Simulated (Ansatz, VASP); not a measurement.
# One calculation of AgPt3, two programs

```
Ag Pt
1.0
     3.90000    0.00000    0.00000
     0.00000    3.90000    0.00000
     0.00000    0.00000    3.93900
Ag Pt
1 3
Direct
  0.00000 0.00000 0.00000
  0.00000 0.50000 0.50000
  0.50000 0.00000 0.50000
  0.50000 0.50000 0.00000
```

Change from the starting cell: zz strain of +1 %, crystal datasets.

Alike in both runs: task electric field gradients; functional LDA; k mesh 9 × 9 × 9; occupations fermi-dirac, width 0.08 eV; no spin polarisation.

|  | VASP | Ansatz |
| --- | --- | --- |
| version | VASP 6.6.1 | Ansatz 0.2.0 |
| potentials or method | VASP PAW LDA potentials, release 64 (Ag, Pt), cutoff 520 eV | all-electron PAW with datasets made for the crystal, scalar-relativistic |

```tsv
	VASP	Ansatz	Ansatz less VASP
pressure (GPa)	0.2	-0.3	-0.56
traceless stress, the component that is largest in VASP (GPa)	-0.74	-0.74	-0.003
size of Vzz on the site where it differs most (V/Å²)	16.6	8.8	-7.81
```

LDA's correlation is that of Perdew and Zunger in VASP and of Perdew and Wang (1992) in Ansatz. Ansatz ran all-electron here, and VASP with PAW potentials.

Neither program's run includes spin-orbit coupling.
